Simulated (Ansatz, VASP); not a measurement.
One calculation of BiTe, two programs

```
Bi Te
1.0
     0.00000    3.23500    3.23500
     3.23500    0.00000    3.23500
     3.23500    3.23500    0.00000
Bi Te
1 1
Direct
  0.00000 0.00000 0.00000
  0.50000 0.50000 0.50000
```

Alike in both runs: task relaxation of cell and atoms; functional PBEsol; k mesh 9 × 9 × 9; occupations fermi-dirac, width 0.1 eV; no spin polarisation.

|  | VASP | Ansatz |
| --- | --- | --- |
| version | VASP 6.6.1 | Ansatz 0.2.0 |
| potentials or method | VASP PAW PBE potentials, release 64 (Bi_d, Te), cutoff 600 eV | PAW plane waves |
| valence electrons in the cell | 21 | 31 |

|  | VASP | Ansatz | Ansatz less VASP |
| --- | --- | --- | --- |
| gap on the k mesh at the Fermi level, each at its own relaxed structure (eV) | none | none | - |
| relaxed volume (Å³/atom) | 32.75 | 32.75 | +0.002 |
| relaxed length of the cell vector where the two differ most in proportion (Å) | 4.525 | 4.525 | +0.0001 |

VASP's potentials were made for PBE, not for PBEsol, and Ansatz warns of the same on its side. A gap of «none» marks a metal or a gap that the smearing closes. VASP's potentials hold 21 valence electrons a cell and Ansatz's 31, so a difference there can come from the potentials and not from the codes.

Neither program's run includes spin-orbit coupling.
